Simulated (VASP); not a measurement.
# GeSb4Te4 (P-3m1) in VASP: a series of runs

Runs on GeSb4Te4. Level: PBEsol. Tasks: relaxation of shape and atoms at fixed volume.

Everything below comes from runs of VASP 6.6.1. Logs are shortened: lines on timing, memory, paths and dates and some standing lists are left out, and cuts for length are marked.

### 1 The cell of the first run

It takes space group P-3m1 (No. 164, trigonal). The conventional cell has a = 4.339 Å, b = 4.339 Å, c = 17.434 Å, α = 90.00°, β = 90.00°, γ = 120.00°. Ge (site symmetry -3m) has 6 Te at 3.01 Å within 4.0 Å. Sb (site symmetry 3m) has 3 Sb at 2.96 Å and 3 Te at 3.56 Å within 3.9 Å. Within 4.0 Å of Sb (site symmetry 3m) lie 6 Te at 3.04 to 3.21 Å. Within 4.0 Å of Te (site symmetry 3m) lie 3 Ge at 3.01 Å and 3 Sb at 3.21 Å. Within 4.0 Å of Te (site symmetry 3m) lie 6 Sb at 3.04 to 3.56 Å.

### 2 Relaxation of shape and atoms at fixed volume, PBEsol (31.58 Å³/atom)

The input, INCAR:

```
ALGO     = Normal         # electronic algorithm
EDIFF    = 1E-6           # SCF threshold, eV
EDIFFG   = -0.01          # ionic threshold
ENCUT    = 600            # plane-wave cutoff, eV
GGA      = PS             # functional
IBRION   = 2              # ionic algorithm
ISIF     = 4              # what is computed and relaxed
ISMEAR   = 0              # smearing method
LASPH    = T              # aspherical terms in the spheres
LCHARG   = F              # write CHGCAR
LREAL    = F              # projectors in reciprocal space
LWAVE    = F              # write WAVECAR
NELM     = 80             # most SCF steps
NSW      = 50             # ionic steps
PREC     = Accurate       # precision mode
SIGMA    = 0.1            # smearing width, eV
```

The input, KPOINTS:

```
k-points
0
Gamma
  12 12 2
```

The input, POSCAR:

```
GeSb4Te4
1.0
    4.3385605324      0.0000000000      0.0000000000
   -2.1692802662      3.7573036369      0.0000000000
    0.0000000000      0.0000000000     17.4341454394
Ge Sb Te
1 4 4
Direct
    0.0000000000      0.0000000000      0.0000000000
    0.3333333333      0.6666666667      0.5449701790
    0.6666666667      0.3333333333      0.4550298210
    0.6666666667      0.3333333333      0.7890269408
    0.3333333333      0.6666666667      0.2109730592
    0.3333333333      0.6666666667      0.9038980577
    0.6666666667      0.3333333333      0.0961019423
    0.0000000000      0.0000000000      0.6902621316
    0.0000000000      0.0000000000      0.3097378684
```

Potentials or basis: VASP PAW PBE potentials, release 64 (Ge_d, Sb, Te).

Command:

```
$ cat potpaw_PBE.64/Ge_d/POTCAR potpaw_PBE.64/Sb/POTCAR potpaw_PBE.64/Te/POTCAR > POTCAR
$ mpirun -np 1 vasp_std > vasp.out
```

OUTCAR:

```text
EDIFF = 1E-6
   EDIFFG = -0.01
   ENCUT = 600
   GGA = PS
   IBRION = 2
   ISIF = 4
   ISMEAR = 0
   LASPH = T
   LREAL = F
   NELM = 80
   NSW = 50
   PREC = Accurate

 ion  position               nearest neighbor table
   1  0.000  0.000  0.000-   6 3.01   7 3.01   6 3.01   7 3.01   7 3.01   6 3.01
   2  0.333  0.667  0.545-   3 2.96   3 2.96   3 2.96   8 3.56   8 3.56   8 3.56
   3  0.667  0.333  0.455-   2 2.96   2 2.96   2 2.96   9 3.56   9 3.56   9 3.56
   4  0.667  0.333  0.789-   8 3.04   8 3.04   8 3.04   6 3.21   6 3.21   6 3.21
   5  0.333  0.667  0.211-   9 3.04   9 3.04   9 3.04   7 3.21   7 3.21   7 3.21
   6  0.333  0.667  0.904-   1 3.01   1 3.01   1 3.01   4 3.21   4 3.21   4 3.21
   7  0.667  0.333  0.096-   1 3.01   1 3.01   1 3.01   5 3.21   5 3.21   5 3.21
   8  0.000  0.000  0.690-   4 3.04   4 3.04   4 3.04   2 3.56   2 3.56   2 3.56
   9  0.000  0.000  0.310-   5 3.04   5 3.04   5 3.04   3 3.56   3 3.56   3 3.56

  LATTYP: Found a hexagonal cell.
 ALAT       =     4.3385605324
 C/A-ratio  =     4.0184170093

  Lattice vectors:

 A1 = (   4.3385605324,   0.0000000000,   0.0000000000)
 A2 = (  -2.1692802662,   3.7573036369,   0.0000000000)
 A3 = (   0.0000000000,   0.0000000000,  17.4341454394)

Analysis of symmetry for initial positions (statically):
=====================================================================
 Subroutine PRICEL returns:
 Original cell was already a primitive cell.

 Routine SETGRP: Setting up the symmetry group for a
 hexagonal supercell.

 Subroutine GETGRP returns: Found 12 space group operations
 (whereof 12 operations were pure point group operations)
 out of a pool of 24 trial point group operations.

The static configuration has the point symmetry D_3d.

Analysis of symmetry for dynamics (positions and initial velocities):
=====================================================================
 Subroutine PRICEL returns:
 Original cell was already a primitive cell.

 Routine SETGRP: Setting up the symmetry group for a
 hexagonal supercell.

 Subroutine GETGRP returns: Found 12 space group operations
 (whereof 12 operations were pure point group operations)
 out of a pool of 24 trial point group operations.

The dynamic configuration has the point symmetry D_3d.

 Subroutine INISYM returns: Found 12 space group operations
 (whereof 12 operations are pure point group operations),
 and found     1 'primitive' translations

----------------------------------------------------------------------------------------

                                     Primitive cell

  volume of cell :     284.1990

  direct lattice vectors                    reciprocal lattice vectors
     4.338560532  0.000000000  0.000000000     0.230491195  0.133074153  0.000000000
    -2.169280266  3.757303637  0.000000000     0.000000000  0.266148307  0.000000000
     0.000000000  0.000000000 17.434145439     0.000000000  0.000000000  0.057358705

  length of vectors
     4.338560532  4.338560532 17.434145439     0.266148307  0.266148307  0.057358705

  position of ions in fractional coordinates (direct lattice)
     0.000000000  0.000000000  0.000000000
     0.333333333  0.666666667  0.544970179
     0.666666667  0.333333333  0.455029821
     0.666666667  0.333333333  0.789026941
     0.333333333  0.666666667  0.210973059
     0.333333333  0.666666667  0.903898058
     0.666666667  0.333333333  0.096101942
     0.000000000  0.000000000  0.690262132
     0.000000000  0.000000000  0.309737868

  ion indices of the primitive-cell ions
   primitive index   ion index
                 1           1
                 2           2
                 3           3
                 4           4
                 5           5
                 6           6
                 7           7
                 8           8
                 9           9

----------------------------------------------------------------------------------------

 KPOINTS: k-points

Automatic generation of k-mesh.
 Grid dimensions read from file:
 generate k-points for:   12   12    2

 Generating k-lattice:

  Cartesian coordinates                     Fractional coordinates (reciprocal lattice)
     0.019207600  0.011089513  0.000000000     0.083333333  0.000000000  0.000000000
     0.000000000  0.022179026  0.000000000     0.000000000  0.083333333  0.000000000
     0.000000000  0.000000000  0.028679352     0.000000000  0.000000000  0.500000000

  Length of vectors
     0.022179026  0.022179026  0.028679352

  Shift w.r.t. Gamma in fractional coordinates (k-lattice)
     0.000000000  0.000000000  0.000000000

 Subroutine IBZKPT returns following result:
 ===========================================

 Found     38 irreducible k-points:

 Following reciprocal coordinates:
            Coordinates               Weight
  0.000000  0.000000  0.000000      1.000000
  0.083333 -0.000000  0.000000      6.000000
  0.166667 -0.000000  0.000000      6.000000
  0.250000  0.000000  0.000000      6.000000
  0.333333 -0.000000  0.000000      6.000000
  0.416667 -0.000000  0.000000      6.000000
[... 16 lines left out ...]
  0.250000  0.000000  0.500000      6.000000
  0.333333 -0.000000  0.500000      6.000000
 [... further k-points ...]
   k-points           NKPTS =     38   k-points in BZ     NKDIM =     38   number of bands    NBANDS=     34
   number of dos      NEDOS =    301   number of ions     NIONS =      9
   total plane-waves  NPLWV = 181440
   dimension x,y,z NGX =    36 NGY =   36 NGZ =  140
   dimension x,y,z NGXF=    72 NGYF=   72 NGZF=  280
   ions per type =               1   4   4
   NGX,Y,Z   is equivalent  to a cutoff of  13.79, 13.79, 13.35 a.u.
   NGXF,Y,Z  is equivalent  to a cutoff of  27.59, 27.59, 26.70 a.u.
 SYSTEM =  unknown system
   PREC   = accura    normal or accurate (medium, high low for compatibility)
   ISTART =      0    job   : 0-new  1-cont  2-samecut
   ICHARG =      2    charge: 1-file 2-atom 10-const
   ISPIN  =      1    spin polarized calculation?
   LNONCOLLINEAR =      F non collinear calculations
   LSORBIT =      F    spin-orbit coupling
   LASPH  =      T    aspherical Exc in radial PAW
   ENCUT  =  600.0 eV  44.10 Ry    6.64 a.u.   8.67  8.67 34.82*2*pi/ulx,y,z
   NELM   =     80;   NELMIN=  2; NELMDL= -5     # of ELM steps
   EDIFF  = 0.1E-05   stopping-criterion for ELM
   LREAL  =      F    real-space projection
   EDIFFG = -.1E-01   stopping-criterion for IOM
   NSW    =     50    number of steps for IOM
   IBRION =      2    ionic relax: 0-MD 1-quasi-New 2-CG
   NFREE  =      1    steps in history (QN), initial steepest desc. (CG)
   ISIF   =      4    stress and relaxation
   ISYM   =      2    0-nonsym 1-usesym 2-fastsym
   POTIM  = 0.5000    time-step for ionic-motion
   TEBEG  =    0.0;   TEEND  =   0.0 temperature during run
   PSTRESS=    0.0 pullay stress
   NELECT =      58.0000    total number of electrons
   NUPDOWN=      -1.0000    fix difference up-down
   EMIN   =  10.00;   EMAX   =-10.00  energy-range for DOS
   EFERMI =   0.00;   METHOD = LEGACY
   ISMEAR =     0;   SIGMA  =   0.10  broadening in eV -4-tet -1-fermi 0-gaus
   EFERMI_NEDOS =   21; number of points for ismear=-14 and -15
   IALGO  =     38    algorithm
   IMIX   =      4    mixing-type and parameters
     AMIX     =   0.40;   BMIX     =  1.00
     AMIX_MAG =   1.60;   BMIX_MAG =  1.00
  volume/ion in A,a.u.               =      31.58       213.10
  Fermi-wavevector in a.u.,A,eV,Ry     =   0.963851  1.821415 12.639935  0.929009
  Thomas-Fermi vector in A             =   2.093432
   LORBIT       =      0    0 simple, 1 ext, 2 COOP (PROOUT), +10 PAW based schemes
   GGA     = PS    functional components
   LHFCALC =     F    Hartree Fock is set to
   AEXX    =    0.0000 exact exchange contribution
   IVDW    =     0    specifies the selected vdW correction
   LEPSILON=     F    determine dielectric tensor
   LRPA    =     F    only Hartree local field effects (RPA)
 conjugate gradient relaxation of ions
 non-spin polarized calculation
 Gauss-broadening in eV      SIGMA  =   0.10
  energy-cutoff  :      600.00
  volume of cell :      284.20
 maximum number of plane-waves:      9516
 NGX is ok and might be reduce to    36
   NGX = 17   NGY = 17   NGZ = 69

--------------------------------------- Ionic step        1  -------------------------------------------

 number of electron      57.9999994 magnetization

 Free energy of the ion-electron system (eV)
  ---------------------------------------------------
  ext. energy  EPLUGINS =         0.00000000
  ---------------------------------------------------
  free energy    TOTEN  =       -37.91319586 eV

  energy without entropy =      -37.90879911  energy(sigma->0) =      -37.91099748

------------------------ aborting loop because EDIFF is reached ----------------------------------------

  FORCE on cell =-STRESS in cart. coord.  units (eV):
  Direction    XX          YY          ZZ          XY          YZ          ZX
  --------------------------------------------------------------------------------------
  -------------------------------------------------------------------------------------
  Total       -4.3701753     -4.3701753     -4.3470384     -0.0000000      0.0000000     -0.0000000
  in kB      -24.6369432    -24.6369432    -24.5065082     -0.0000000      0.0000000     -0.0000000
  external PRESSURE =     -24.5934648 kB  Pullay stress =       0.0000000 kB
[... 110 lines left out ...]
  FREE ENERGIE OF THE ION-ELECTRON SYSTEM (eV)
  ---------------------------------------------------
  free  energy   TOTEN  =       -37.9169110214 eV

  energy  without entropy=      -37.9123369523  energy(sigma->0) =      -37.91462399

[... ionic steps 4 to 9 ...]

--------------------------------------- Ionic step       10  -------------------------------------------

 number of electron      57.9999994 magnetization

------------------------ aborting loop because EDIFF is reached ----------------------------------------
[... 81 lines left out ...]
--------------------------------------- Ionic step       12  -------------------------------------------

 number of electron      57.9999993 magnetization

 Free energy of the ion-electron system (eV)
  ---------------------------------------------------
  ext. energy  EPLUGINS =         0.00000000
  ---------------------------------------------------
  free energy    TOTEN  =       -37.92184677 eV

  energy without entropy =      -37.91745260  energy(sigma->0) =      -37.91964968

 E-fermi :   6.2476     XC(G=0):  -9.4461

 val. band max:        6.2206838694   @ k =   0.0833  -0.0000   0.5000
 cond. band min:       6.2799146215   @ k =   0.0833  -0.0000   0.5000
 fundamental gap:      0.0592307521
 Fermi energy:         6.2475556805

 k-point     1 :       0.0000    0.0000    0.0000
  band No.  band energies     occupation
      1     -18.7611      2.00000
      2     -18.7611      2.00000
      3     -18.7565      2.00000
      4     -18.7548      2.00000
      5     -18.7548      2.00000
      6      -6.9973      2.00000
[... 877 lines left out ...]
     33       7.8334      0.00000
     34       7.8546      0.00000

 [... further k-points ...]
[... 5 lines left out ...]
  --------------------------------------------------------------------------------------
  -------------------------------------------------------------------------------------
  Total       -3.6543183     -3.6543183     -3.6295969      0.0000000     -0.0000000      0.0000000
  in kB      -20.6012860    -20.6012860    -20.4619187      0.0000000     -0.0000000      0.0000000
  external PRESSURE =     -20.5548302 kB  Pullay stress =       0.0000000 kB
[... 24 lines left out ...]
  FREE ENERGIE OF THE ION-ELECTRON SYSTEM (eV)
  ---------------------------------------------------
  free  energy   TOTEN  =       -37.9218467695 eV

  energy  without entropy=      -37.9174525991  energy(sigma->0) =      -37.91964968

 reached required accuracy - stopping structural energy minimisation
```

Run time: 70 min. Hardware: 1 thread of Oxide Virtual Turin-like, shared host; peak memory 0.75 GiB.

Results:

- Free energy: -37.9218 eV
- Energy gained by relaxing: 1.0 meV/atom
- Ionic steps: 12
- Pressure after relaxing: -2.1 GPa
- Largest force after relaxing: 0.008 eV/Å
- Band gap on the k mesh: 0.06 eV

Forces on the atoms (eV/Å):
```
Ge   0.000  0.000  0.000
Sb   0.000  0.000  0.000
Sb   0.000  0.000  0.000
Sb   0.000  0.000  0.008
Sb   0.000  0.000 -0.008
Te   0.000  0.000  0.005
Te   0.000  0.000 -0.005
Te   0.000  0.000  0.005
Te   0.000  0.000 -0.005
```

Step by step:
| step | energy change (eV) | largest force (eV/Å) | pressure (GPa) | volume (Å³) |
| --- | --- | --- | --- | --- |
| 1 | 0.0000 | 0.1371 | -2.46 | 284.20 |
| 2 | -0.0025 | 0.0948 | -2.37 | 284.20 |
| 3 | -0.0037 | 0.0485 | -2.28 | 284.20 |
| 4 | -0.0038 | 0.0463 | -2.26 | 284.20 |
| 5 | -0.0045 | 0.0470 | -2.23 | 284.20 |
| 6 | -0.0056 | 0.0483 | -2.19 | 284.20 |
| 7 | -0.0051 | 0.0759 | -2.11 | 284.20 |
| 8 | -0.0058 | 0.0491 | -2.17 | 284.20 |
| 9 | -0.0066 | 0.0428 | -2.15 | 284.20 |
| 10 | -0.0074 | 0.0487 | -2.11 | 284.20 |
| 11 | -0.0081 | 0.0307 | -2.08 | 284.20 |
| 12 | -0.0087 | 0.0080 | -2.06 | 284.20 |

Final structure:
```xyz
9
Lattice="4.3241 0.0000 0.0000 -2.1620 3.7448 0.0000 0.0000 0.0000 17.5512" Properties=species:S:1:pos:R:3 pbc="T T T"
Ge    4.3241    0.0000    0.0000
Sb    0.0000    2.4965    9.5537
Sb    2.1620    1.2483    7.9975
Sb    2.1620    1.2483   13.8809
Sb    0.0000    2.4965    3.6702
Te    0.0000    2.4965   15.8753
Te    2.1620    1.2483    1.6758
Te    0.0000    0.0000   12.1774
Te    2.1620    3.7448    5.3737
```

Caveat: the PAW data sets were made with another functional, which shifts forces and pressure a little; spin-orbit coupling is left out, which moves the levels of the heavy elements.

### 3 Relaxation of shape and atoms at fixed volume, PBEsol (30.68 Å³/atom)

This run uses another cell than the first one, of 30.68 Å³/atom.

The input, INCAR:

```
SYSTEM = GeSb4Te4
PREC = Accurate
ENCUT = 600
EDIFF = 1E-6
ISMEAR = 0
SIGMA = 0.1
LREAL = .FALSE.
LASPH = .TRUE.
NELM = 80
ALGO = Normal
ISIF = 4
LWAVE = .FALSE.
LCHARG = .FALSE.
GGA = PS
IBRION = 2
NSW = 50
EDIFFG = -0.01
```

The input, KPOINTS:

```
regular mesh
0
G
  12 12 2
  0 0 0
```

The input, POSCAR:

```
GeSb4Te4
1.0
    4.3088564467      0.0000000000      0.0000000000
   -2.1544282233      3.7315791441      0.0000000000
    0.0000000000      0.0000000000     17.1751008394
Ge Sb Te
1 4 4
Direct
    0.0000000000      0.0000000000      0.0000000000
    0.3333333333      0.6666666667      0.5458633036
    0.6666666667      0.3333333333      0.4541366964
    0.6666666667      0.3333333333      0.7873570402
    0.3333333333      0.6666666667      0.2126429598
    0.3333333333      0.6666666667      0.9032211307
    0.6666666667      0.3333333333      0.0967788693
    0.0000000000      0.0000000000      0.6867444281
    0.0000000000      0.0000000000      0.3132555719
```

Potentials or basis: VASP PAW PBE potentials, release 64 (Ge_d, Sb, Te).

Command:

```
$ cat potpaw_PBE.64/Ge_d/POTCAR potpaw_PBE.64/Sb/POTCAR potpaw_PBE.64/Te/POTCAR > POTCAR
$ mpirun -np 1 vasp_std > vasp.out
```

Run time: 84 min. Hardware: 1 thread of Oxide Virtual Turin-like, shared host; peak memory 0.74 GiB.

Results (log left out):

- Free energy: -38.0033 eV
- Energy gained by relaxing: 0.7 meV/atom
- Ionic steps: 16
- Pressure after relaxing: -1.2 GPa
- Largest force after relaxing: 0.003 eV/Å
- Band gap on the k mesh: 0.08 eV (least direct gap 0.10 eV)

Forces on the atoms (eV/Å):
```
Ge   0.000  0.000  0.000
Sb   0.000  0.000  0.000
Sb   0.000  0.000  0.000
Sb   0.000  0.000  0.001
Sb   0.000  0.000 -0.001
Te   0.000  0.000 -0.003
Te   0.000  0.000  0.003
Te   0.000  0.000  0.003
Te   0.000  0.000 -0.003
```

Step by step:
| step | energy change (eV) | largest force (eV/Å) | pressure (GPa) | volume (Å³) |
| --- | --- | --- | --- | --- |
| 1 | 0.0000 | 0.1299 | -1.50 | 276.16 |
| 2 | -0.0023 | 0.0862 | -1.42 | 276.16 |
| 3 | -0.0033 | 0.0393 | -1.33 | 276.16 |
| 4 | -0.0033 | 0.0358 | -1.31 | 276.16 |
| 5 | -0.0038 | 0.0358 | -1.31 | 276.16 |
| 6 | -0.0044 | 0.0350 | -1.28 | 276.16 |
| 7 | -0.0042 | 0.0587 | -1.22 | 276.16 |
| 8 | -0.0045 | 0.0344 | -1.25 | 276.16 |
| 9 | -0.0049 | 0.0309 | -1.24 | 276.16 |
| 10 | -0.0052 | 0.0312 | -1.23 | 276.16 |
| 11 | -0.0051 | 0.0615 | -1.20 | 276.16 |
| 12 | -0.0053 | 0.0320 | -1.22 | 276.16 |
| 13 | -0.0056 | 0.0218 | -1.21 | 276.16 |
| 14 | -0.0058 | 0.0115 | -1.20 | 276.16 |
| 15 | -0.0058 | 0.0154 | -1.18 | 276.16 |
| 16 | -0.0059 | 0.0034 | -1.19 | 276.16 |

Final structure:
```xyz
9
Lattice="4.3004 0.0000 0.0000 -2.1502 3.7242 0.0000 0.0000 0.0000 17.2429" Properties=species:S:1:pos:R:3 pbc="T T T"
Ge    0.0000    0.0000    0.0000
Sb    0.0000    2.4828    9.4025
Sb    2.1502    1.2414    7.8405
Sb    2.1502    1.2414   13.5997
Sb    0.0000    2.4828    3.6432
Te    0.0000    2.4828   15.5827
Te    2.1502    1.2414    1.6602
Te    0.0000    0.0000   11.8895
Te    0.0000    0.0000    5.3534
```

Levels at points of the mesh, in eV from the valence-band top:
| k point | band 25 | band 26 | band 27 | band 28 | band 29 | band 30 | band 31 | band 32 | band 33 | band 34 |
| --- | --- | --- | --- | --- | --- | --- | --- | --- | --- | --- |
| (0.00, 0.00, 0.00) | -1.26 | -1.14 | -1.12 | -1.12 | -0.03 | 0.08 | 0.08 | 0.44 | 0.82 | 0.82 |
| (0.50, 0.00, 0.00) | -2.18 | -1.84 | -1.74 | -1.18 | -0.99 | 0.31 | 0.83 | 0.95 | 1.06 | 1.34 |
| (0.00, 0.00, 0.50) | -1.55 | -1.15 | -1.15 | -1.00 | -0.11 | 0.22 | 0.22 | 0.58 | 0.58 | 0.61 |
| (0.50, 0.00, 0.50) | -2.49 | -2.28 | -1.89 | -1.49 | -0.45 | 0.09 | 0.47 | 1.37 | 1.57 | 1.61 |

Caveat: the PAW data sets were made with another functional, which shifts forces and pressure a little; spin-orbit coupling is left out, which moves the levels of the heavy elements.
